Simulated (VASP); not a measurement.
# LiF (I4/mmm) in VASP: further runs

The runs below take LiF through single point, with LDA.

All numbers are computed with VASP 6.6.1; they aren't measurements. Logs are shortened: lines on timing, memory, paths and dates and some standing lists are left out, and cuts for length are marked.

## (1) The cell of the first run

Symmetry: I4/mmm, No. 139, tetragonal system. Conventional cell: a = 3.197 Å, b = 3.197 Å, c = 3.197 Å, α = 90.00°, β = 90.00°, γ = 90.00°. Li (site symmetry 4/mmm) has 2 F at 1.60 Å within 2.1 Å. Within 2.1 Å of F (site symmetry 4/mmm) lie 2 Li at 1.60 Å.

## (2) Single point, LDA

INCAR reads:

```
SYSTEM = LiF
ALGO = Normal
EDIFF = 1E-6
ENCUT = 520
ISIF = 2
ISMEAR = 0
LASPH = .True.
LCHARG = .False.
LREAL = .False.
LWAVE = .False.
NBANDS = 12
NELM = 80
PREC = Accurate
SIGMA = 0.05
```

KPOINTS reads:

```
k-points
0
Gamma
  12 12 12
  0 0 0
```

POSCAR reads:

```
LiF
1.0
    0.0000000000      2.2607523708      1.5983519262
    2.2607523708      0.0000000000      1.5983519262
    2.2607523708      2.2607523708      0.0000000000
Li F
1 1
Direct
    0.0000000000      0.0000000000      0.0000000000
    0.5000000000      0.5000000000      0.5000000000
```

Potentials or basis: VASP PAW LDA potentials, release 64 (Li_sv, F).

Run with:

```bash
$ cat potpaw_LDA.64/Li_sv/POTCAR potpaw_LDA.64/F/POTCAR > POTCAR
$ mpirun -np 1 vasp_std > vasp.out
```

OUTCAR:

```text
SYSTEM = LiF
   EDIFF = 1E-6
   ENCUT = 520
   ISIF = 2
   ISMEAR = 0
   LASPH = .True.
   LREAL = .False.
   NELM = 80
   PREC = Accurate

 ion  position               nearest neighbor table
   1  0.000  0.000  0.000-   2 1.60   2 1.60
   2  0.500  0.500  0.500-   1 1.60   1 1.60

  LATTYP: Found a body centered tetragonal cell.
 ALAT       =     3.1971866640
 C/A-ratio  =     0.9998489886

  Lattice vectors:

 A1 = (   0.0000000000,  -2.2607523708,  -1.5983519262)
 A2 = (   0.0000000000,   2.2607523708,  -1.5983519262)
 A3 = (   2.2607523708,   0.0000000000,   1.5983519262)

Analysis of symmetry for initial positions (statically):
=====================================================================
 Subroutine PRICEL returns:
 Original cell was already a primitive cell.

 Routine SETGRP: Setting up the symmetry group for a
 body centered tetragonal supercell.

 Subroutine GETGRP returns: Found 16 space group operations
 (whereof 16 operations were pure point group operations)
 out of a pool of 16 trial point group operations.

The static configuration has the point symmetry D_4h.

Analysis of symmetry for dynamics (positions and initial velocities):
=====================================================================
 Subroutine PRICEL returns:
 Original cell was already a primitive cell.

 Routine SETGRP: Setting up the symmetry group for a
 body centered tetragonal supercell.

 Subroutine GETGRP returns: Found 16 space group operations
 (whereof 16 operations were pure point group operations)
 out of a pool of 16 trial point group operations.

The dynamic configuration has the point symmetry D_4h.

 Subroutine INISYM returns: Found 16 space group operations
 (whereof 16 operations are pure point group operations),
 and found     1 'primitive' translations

----------------------------------------------------------------------------------------

                                     Primitive cell

  volume of cell :      16.3384

  direct lattice vectors                    reciprocal lattice vectors
     0.000000000  2.260752371  1.598351926    -0.221165310  0.221165310  0.312822221
     2.260752371  0.000000000  1.598351926     0.221165310 -0.221165310  0.312822221
     2.260752371  2.260752371  0.000000000     0.221165310  0.221165310 -0.312822221

  length of vectors
     2.768705503  2.768705503  3.197186664     0.442364026  0.442364026  0.442364026

  position of ions in fractional coordinates (direct lattice)
     0.000000000  0.000000000  0.000000000
     0.500000000  0.500000000  0.500000000

  ion indices of the primitive-cell ions
   primitive index   ion index
                 1           1
                 2           2

----------------------------------------------------------------------------------------

 KPOINTS: k-points

Automatic generation of k-mesh.
 Grid dimensions read from file:
 generate k-points for:   12   12   12

 Generating k-lattice:

  Cartesian coordinates                     Fractional coordinates (reciprocal lattice)
    -0.018430443  0.018430443  0.026068518     0.083333333  0.000000000  0.000000000
     0.018430443 -0.018430443  0.026068518     0.000000000  0.083333333  0.000000000
     0.018430443  0.018430443 -0.026068518    -0.000000000 -0.000000000  0.083333333

  Length of vectors
     0.036863669  0.036863669  0.036863669

  Shift w.r.t. Gamma in fractional coordinates (k-lattice)
     0.000000000  0.000000000  0.000000000

 Subroutine IBZKPT returns following result:
 ===========================================

 Found    163 irreducible k-points:

 Following reciprocal coordinates:
            Coordinates               Weight
  0.000000  0.000000  0.000000      1.000000
  0.083333  0.000000  0.000000      8.000000
  0.166667 -0.000000  0.000000      8.000000
  0.250000  0.000000  0.000000      8.000000
  0.333333  0.000000  0.000000      8.000000
  0.416667 -0.000000  0.000000      8.000000
[... 16 lines left out ...]
  0.500000  0.166667  0.000000      8.000000
 -0.416667  0.166667  0.000000      8.000000
 [... further k-points ...]
   k-points           NKPTS =    163   k-points in BZ     NKDIM =    163   number of bands    NBANDS=     12
   number of dos      NEDOS =    301   number of ions     NIONS =      2
   total plane-waves  NPLWV =  13824
   dimension x,y,z NGX =    24 NGY =   24 NGZ =   24
   dimension x,y,z NGXF=    48 NGYF=   48 NGZF=   48
   ions per type =               1   1
   NGX,Y,Z   is equivalent  to a cutoff of  14.41, 14.41, 12.48 a.u.
   NGXF,Y,Z  is equivalent  to a cutoff of  28.82, 28.82, 24.96 a.u.
 SYSTEM =  LiF
   PREC   = accura    normal or accurate (medium, high low for compatibility)
   ISTART =      0    job   : 0-new  1-cont  2-samecut
   ICHARG =      2    charge: 1-file 2-atom 10-const
   ISPIN  =      1    spin polarized calculation?
   LNONCOLLINEAR =      F non collinear calculations
   LSORBIT =      F    spin-orbit coupling
   LASPH  =      T    aspherical Exc in radial PAW
   ENCUT  =  520.0 eV  38.22 Ry    6.18 a.u.   5.15  5.15  5.94*2*pi/ulx,y,z
   NELM   =     80;   NELMIN=  2; NELMDL= -5     # of ELM steps
   EDIFF  = 0.1E-05   stopping-criterion for ELM
   LREAL  =      F    real-space projection
   EDIFFG = 0.1E-04   stopping-criterion for IOM
   NSW    =      0    number of steps for IOM
   IBRION =     -1    ionic relax: 0-MD 1-quasi-New 2-CG
   NFREE  =      0    steps in history (QN), initial steepest desc. (CG)
   ISIF   =      2    stress and relaxation
   ISYM   =      2    0-nonsym 1-usesym 2-fastsym
   POTIM  = 0.5000    time-step for ionic-motion
   TEBEG  =    0.0;   TEEND  =   0.0 temperature during run
   PSTRESS=    0.0 pullay stress
   NELECT =      10.0000    total number of electrons
   NUPDOWN=      -1.0000    fix difference up-down
   EMIN   =  10.00;   EMAX   =-10.00  energy-range for DOS
   EFERMI =   0.00;   METHOD = LEGACY
   ISMEAR =     0;   SIGMA  =   0.05  broadening in eV -4-tet -1-fermi 0-gaus
   EFERMI_NEDOS =   21; number of points for ismear=-14 and -15
   IALGO  =     38    algorithm
   IMIX   =      4    mixing-type and parameters
     AMIX     =   0.40;   BMIX     =  1.00
     AMIX_MAG =   1.60;   BMIX_MAG =  1.00
  volume/ion in A,a.u.               =       8.17        55.13
  Fermi-wavevector in a.u.,A,eV,Ry     =   1.389970  2.626662 26.286674  1.932016
  Thomas-Fermi vector in A             =   2.513950
   LORBIT       =      0    0 simple, 1 ext, 2 COOP (PROOUT), +10 PAW based schemes
   GGA     = CA    functional components
   LHFCALC =     F    Hartree Fock is set to
   AEXX    =    0.0000 exact exchange contribution
   IVDW    =     0    specifies the selected vdW correction
   LEPSILON=     F    determine dielectric tensor
   LRPA    =     F    only Hartree local field effects (RPA)
 non-spin polarized calculation
 Gauss-broadening in eV      SIGMA  =   0.05
  energy-cutoff  :      520.00
  volume of cell :       16.34
 maximum number of plane-waves:       466
 NGX is ok and might be reduce to    24

 number of electron      10.0000010 magnetization

 Free energy of the ion-electron system (eV)
  ---------------------------------------------------
  ext. energy  EPLUGINS =         0.00000000
  ---------------------------------------------------
  free energy    TOTEN  =        -9.96095779 eV

  energy without entropy =       -9.96095779  energy(sigma->0) =       -9.96095779

 E-fermi :  -1.0381     XC(G=0): -10.5121

 val. band max:       -1.3196494169   @ k =   0.0000   0.0000   0.0000
 cond. band min:       6.8421194489   @ k =   0.0000   0.0000   0.0000
 fundamental gap:      8.1617688658
 Fermi energy:        -1.0380805016

 k-point     1 :       0.0000    0.0000    0.0000
  band No.  band energies     occupation
      1     -40.8184      2.00000
      2     -20.9281      2.00000
      3      -2.6036      2.00000
      4      -1.3196      2.00000
      5      -1.3196      2.00000
      6       6.8421      0.00000
      7      20.5114      0.00000
      8      20.5114      0.00000
      9      23.3595      0.00000
     10      23.3595      0.00000
     11      23.4492      0.00000
     12      26.0168      0.00000

 k-point     2 :       0.0833    0.0000    0.0000
  band No.  band energies     occupation
      1     -40.8116      2.00000
      2     -20.9207      2.00000
      3      -2.6049      2.00000
      4      -1.4488      2.00000
      5      -1.3717      2.00000
      6       7.0848      0.00000
      7      19.3401      0.00000
      8      19.5457      0.00000
      9      23.6213      0.00000
     10      23.6642      0.00000
     11      24.9405      0.00000
     12      24.9704      0.00000

 k-point     3 :       0.1667   -0.0000    0.0000
  band No.  band energies     occupation
      1     -40.7928      2.00000
      2     -20.8991      2.00000
      3      -2.6855      2.00000
      4      -1.6802      2.00000
      5      -1.5113      2.00000
      6       7.6895      0.00000
      7      17.7105      0.00000
      8      17.7109      0.00000
      9      23.6916      0.00000
     10      24.2171      0.00000
     11      24.9221      0.00000
     12      27.7901      0.00000
[... 286 lines left out ...]
 k-point    23 :       0.5000    0.1667    0.0000
  band No.  band energies     occupation
      1     -40.7089      2.00000
      2     -20.6411      2.00000
      3      -3.7554      2.00000
      4      -2.3853      2.00000
      5      -2.1850      2.00000
      6      10.2229      0.00000
      7      14.5681      0.00000
      8      15.0843      0.00000
      9      21.0466      0.00000
     10      22.6078      0.00000
     11      27.9062      0.00000
     12      32.2436      0.00000

 k-point    24 :      -0.4167    0.1667    0.0000
  band No.  band energies     occupation
      1     -40.7197      2.00000
      2     -20.5739      2.00000
      3      -3.8422      2.00000
      4      -2.4248      2.00000
      5      -2.3358      2.00000
      6       9.9209      0.00000
      7      15.2646      0.00000
      8      15.5049      0.00000
      9      21.5170      0.00000
     10      23.5008      0.00000
     11      27.6147      0.00000
     12      31.2322      0.00000

 [... further k-points ...]
[... 5 lines left out ...]
  --------------------------------------------------------------------------------------
  -------------------------------------------------------------------------------------
  Total       -0.6022982     -0.6022982      5.7157689      0.0000000      0.0000000      0.0000000
  in kB      -59.0627650    -59.0627650    560.5015916      0.0000000      0.0000000      0.0000000
  external PRESSURE =     147.4586872 kB  Pullay stress =       0.0000000 kB

 VOLUME and BASIS-vectors are now :
 -----------------------------------------------------------------------------
  energy-cutoff  :      520.00
  volume of cell :       16.34
      direct lattice vectors                 reciprocal lattice vectors
     0.000000000  2.260752371  1.598351926    -0.221165310  0.221165310  0.312822221
     2.260752371  0.000000000  1.598351926     0.221165310 -0.221165310  0.312822221
     2.260752371  2.260752371  0.000000000     0.221165310  0.221165310 -0.312822221

 POSITION                                       TOTAL-FORCE (eV/Angst)
 -----------------------------------------------------------------------------------
      0.00000      0.00000      0.00000         0.000000     -0.000000      0.000000
      2.26075      2.26075      1.59835        -0.000000      0.000000     -0.000000
 -----------------------------------------------------------------------------------
    total drift:                                0.000000     -0.000000      0.000000

  FREE ENERGIE OF THE ION-ELECTRON SYSTEM (eV)
  ---------------------------------------------------
  free  energy   TOTEN  =        -9.9609577886 eV

  energy  without entropy=       -9.9609577886  energy(sigma->0) =       -9.96095779
```

Run time: 29 s. Hardware: 1 thread of Intel Xeon 8259CL, shared host; peak memory 0.14 GiB.

What came out:

- Free energy: -9.9610 eV
- Band gap on the k mesh: 8.16 eV, direct

Levels at points of the mesh, in eV from the valence-band top:
```
           k point  band 2  band 3  band 4  band 5  band 6  band 7  band 8  band 9
(0.00, 0.00, 0.00)  -19.61   -1.28    0.00    0.00    8.16   21.83   21.83   24.68
(0.50, 0.00, 0.00)  -19.48   -2.43   -0.73   -0.16   10.36   15.91   15.92   23.75
(0.50, 0.50, 0.00)  -18.79   -3.05   -1.95   -1.95   13.30   17.45   17.45   19.39
(0.50, 0.00, 0.50)  -19.06   -3.48   -2.02   -0.09   12.81   16.58   19.13   19.95
```

Caveat: the cutoff is under 1.25 times the usual one of these potentials, so pressure, stress and relaxed cells hold a basis-set (Pulay) error.

## (3) Single point, LDA

This run uses another cell than the first one, of the same volume but with other edges.

INCAR reads:

```
SYSTEM = LiF
ALGO = Normal
EDIFF = 1E-6
ENCUT = 520
ISIF = 2
ISMEAR = 0
LASPH = .True.
LCHARG = .True.
LELF = .True.
LREAL = .False.
LVHAR = .True.
LWAVE = .False.
NBANDS = 12
NELM = 100
PREC = Accurate
SIGMA = 0.05
```

KPOINTS is that of step 2.

POSCAR reads:

```
LiF
1.0
    0.0000000000      1.7943603458      2.5372255290
    1.7943603458      0.0000000000      2.5372255290
    1.7943603458      1.7943603458      0.0000000000
Li F
1 1
Direct
    0.0000000000      0.0000000000      0.0000000000
    0.5000000000      0.5000000000      0.5000000000
```

Potentials or basis: VASP PAW LDA potentials, release 64 (Li_sv, F).

Run with:

```bash
$ cat potpaw_LDA.64/Li_sv/POTCAR potpaw_LDA.64/F/POTCAR > POTCAR
$ mpirun -np 1 vasp_std > vasp.out
```

Run time: 28 s. Hardware: 1 thread of Intel Xeon 8259CL, shared host; peak memory 0.14 GiB.

The run converged. Its results:

- Free energy: -10.2495 eV
- Band gap on the k mesh: 8.04 eV, indirect (least direct gap 8.39 eV)

Levels at points of the mesh, in eV from the valence-band top:
| k point | band 2 | band 3 | band 4 | band 5 | band 6 | band 7 | band 8 | band 9 |
| --- | --- | --- | --- | --- | --- | --- | --- | --- |
| (0.00, 0.00, 0.00) | -19.79 | -0.52 | -0.35 | -0.35 | 8.04 | 19.71 | 23.09 | 26.30 |
| (0.50, 0.00, 0.00) | -19.49 | -2.71 | -0.88 | 0.00 | 10.29 | 15.69 | 17.01 | 21.84 |
| (0.50, 0.50, 0.00) | -19.44 | -3.45 | -0.63 | -0.63 | 11.26 | 17.88 | 19.46 | 23.90 |
| (0.50, 0.00, 0.50) | -18.88 | -3.45 | -2.72 | -0.61 | 15.64 | 16.81 | 17.26 | 17.67 |

Caveat: the cutoff is under 1.25 times the usual one of these potentials, so pressure, stress and relaxed cells hold a basis-set (Pulay) error.

## (4) Single point, LDA

This run uses another cell than the first one, of the same volume but with other edges.

INCAR reads:

```
PREC = Accurate ; ENCUT = 520
EDIFF = 1E-6 ; ISMEAR = 0
SIGMA = 0.05 ; LREAL = False
LASPH = True ; NELM = 80
ALGO = Normal ; ISIF = 2
LWAVE = False ; LCHARG = False
GGA = CA ; NBANDS = 12
```

KPOINTS reads:

```
regular mesh
0
Gamma
  12 12 12
```

POSCAR reads:

```
LiF
1.0
    0.0000000000      2.1261137246      1.8071966659
    2.1261137246      0.0000000000      1.8071966659
    2.1261137246      2.1261137246      0.0000000000
Li F
1 1
Direct
    0.0000000000      0.0000000000      0.0000000000
    0.5000000000      0.5000000000      0.5000000000
```

Run with:

```bash
$ cat potpaw_LDA.64/Li_sv/POTCAR potpaw_LDA.64/F/POTCAR > POTCAR
$ mpirun -np 1 vasp_std > vasp.out
```

It took 31 s on 1 thread of Intel Xeon 8259CL, shared host; peak memory 0.14 GiB.

The run converged. Its results:

```
Free energy            : -10.3987 eV
Band gap on the k mesh : 8.58 eV, direct
```

Levels at points of the mesh, in eV from the valence-band top:
```
           k point  band 1  band 2  band 3  band 4  band 5  band 6  band 7  band 8  band 9  band 10
(0.00, 0.00, 0.00)  -39.78  -19.68   -0.55    0.00    0.00    8.58   22.32   22.32   23.72    23.72
(0.50, 0.00, 0.00)  -39.70  -19.29   -2.65   -0.52   -0.23   10.27   16.16   16.99   20.24    29.02
(0.50, 0.50, 0.00)  -39.67  -18.85   -3.13   -1.50   -1.50   14.56   16.55   17.61   18.35    18.35
(0.50, 0.00, 0.50)  -39.70  -19.02   -3.32   -1.54   -0.52   13.45   16.94   16.99   19.42    22.12
```

Caveat: the cutoff is under 1.25 times the usual one of these potentials, so pressure, stress and relaxed cells hold a basis-set (Pulay) error.

## (5) Single point, LDA

This run uses another cell than the first one, of the same volume but with other edges.

INCAR reads:

```
PREC = Accurate
ENCUT = 520
EDIFF = 1E-6
ISMEAR = 0
SIGMA = 0.05
LREAL = False
LASPH = True
NELM = 80
ALGO = Normal
ISIF = 2
LWAVE = False
LCHARG = True
LELF = True
LVHAR = True
NBANDS = 12
```

KPOINTS reads:

```
Automatic mesh
0
Gamma
  12 12 12
```

POSCAR reads:

```
LiF
1.0
    0.0000000000      1.8952465622      2.2742958746
    1.8952465622      0.0000000000      2.2742958746
    1.8952465622      1.8952465622      0.0000000000
Li F
1 1
Direct
    0.0000000000      0.0000000000      0.0000000000
    0.5000000000      0.5000000000      0.5000000000
```

Run with:

```bash
$ cat potpaw_LDA.64/Li_sv/POTCAR potpaw_LDA.64/F/POTCAR > POTCAR
$ mpirun -np 1 vasp_std > vasp.out
```

It took 31 s on 1 thread of Intel Xeon 8259CL, shared host; peak memory 0.14 GiB.

Results (log left out):

| Item | Value |
| --- | --- |
| Free energy | -10.4125 eV |
| Band gap on the k mesh | 8.61 eV, direct |

Levels at points of the mesh, in eV from the valence-band top:
```csv
k point,band 3,band 4,band 5,band 6,band 7,band 8
"(0.00, 0.00, 0.00)",-0.18,-0.18,0.00,8.61,21.16,23.20
"(0.50, 0.00, 0.00)",-2.60,-0.51,-0.08,10.34,16.18,17.30
"(0.50, 0.50, 0.00)",-3.25,-0.74,-0.74,12.53,17.32,17.77
"(0.50, 0.00, 0.50)",-3.17,-1.88,-0.72,15.55,15.61,17.31
```

Caveat: the cutoff is under 1.25 times the usual one of these potentials, so pressure, stress and relaxed cells hold a basis-set (Pulay) error.

## (6) The runs side by side

```tsv
cell	gap on the mesh (eV)
a = 2.769, b = 2.769, c = 3.197 Å, angles 54.7, 54.7, 70.5°, 2 atoms	8.16
a = 3.108, b = 3.108, c = 2.538 Å, angles 65.9, 65.9, 48.2°, 2 atoms	8.04
a = 2.790, b = 2.790, c = 3.007 Å, angles 57.4, 57.4, 65.2°, 2 atoms	8.58
a = 2.960, b = 2.960, c = 2.680 Å, angles 63.1, 63.1, 53.8°, 2 atoms	8.61
```

Alike in all rows: task single point; level LDA; potentials or basis VASP PAW LDA potentials, release 64 (Li_sv, F); no spin polarisation; k mesh 12 × 12 × 12; cutoff (eV) 520; smearing gaussian 0.05 eV.

Caveats: the cutoff is under 1.25 times the usual one of these potentials, so pressure, stress and relaxed cells hold a basis-set (Pulay) error.

Absolute energies hang on the potentials; compare differences alone.
